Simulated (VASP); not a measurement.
Input of a VASP 6.6.1 run:

Contents of INCAR:

```
SYSTEM = Mg5CdSe6
  PREC = Accurate
  ENCUT = 520
  EDIFF = 1E-7
  ISMEAR = 0
  SIGMA = 0.02
  LREAL = .FALSE.
  LASPH = .TRUE.
  NELM = 100
  ALGO = Normal
  ISIF = 2
  LWAVE = .FALSE.
  LCHARG = .FALSE.
  GGA = PE
  NBANDS = 41
```

Contents of KPOINTS:

```
Automatic mesh
0
G
  6 6 2
  0 0 0
```

File POSCAR:

```
Mg5CdSe6
1.0
    4.2654673267      0.0000000000      0.0000000000
   -2.1327336633      3.6940030639      0.0000000000
    0.0000000000      0.0000000000     20.8663537420
Mg Cd Se
5 1 6
Direct
    0.0000000000      0.0000000000      0.0012964145
    0.6666666667      0.3333333333      0.1663948533
    0.3333333333      0.6666666667      0.3315055306
    0.0000000000      0.0000000000      0.4963641216
    0.3333333333      0.6666666667      0.8360705148
    0.6666666667      0.3333333333      0.6681576991
    0.0000000000      0.0000000000      0.1257439417
    0.6666666667      0.3333333333      0.2908387638
    0.3333333333      0.6666666667      0.4559664630
    0.0000000000      0.0000000000      0.6207164815
    0.6666666667      0.3333333333      0.7963212836
    0.3333333333      0.6666666667      0.9606239326
```

Potentials or basis: VASP PAW PBE potentials, release 64 (Mg, Cd, Se).

The run is started by

```console
$ cat potpaw_PBE.64/Mg/POTCAR potpaw_PBE.64/Cd/POTCAR potpaw_PBE.64/Se/POTCAR > POTCAR
$ mpirun -np 1 vasp_std > vasp.out
```

**Question.** Estimate the largest force.

**Answer.** 0.038 eV/Å.

**Question.** What does it give for the pressure?

**Answer.** 0.0 GPa.

Forces in eV/Å, atoms in the order of the input:
```
Mg   0.000  0.000  0.000
Mg   0.000  0.000  0.000
Mg   0.000  0.000  0.000
Mg   0.000  0.000  0.000
Mg   0.000  0.000  0.002
Cd   0.000  0.000  0.003
Se   0.000  0.000  0.000
Se   0.000  0.000  0.000
Se   0.000  0.000  0.000
Se   0.000  0.000 -0.038
Se   0.000  0.000  0.033
Se   0.000  0.000  0.000
```
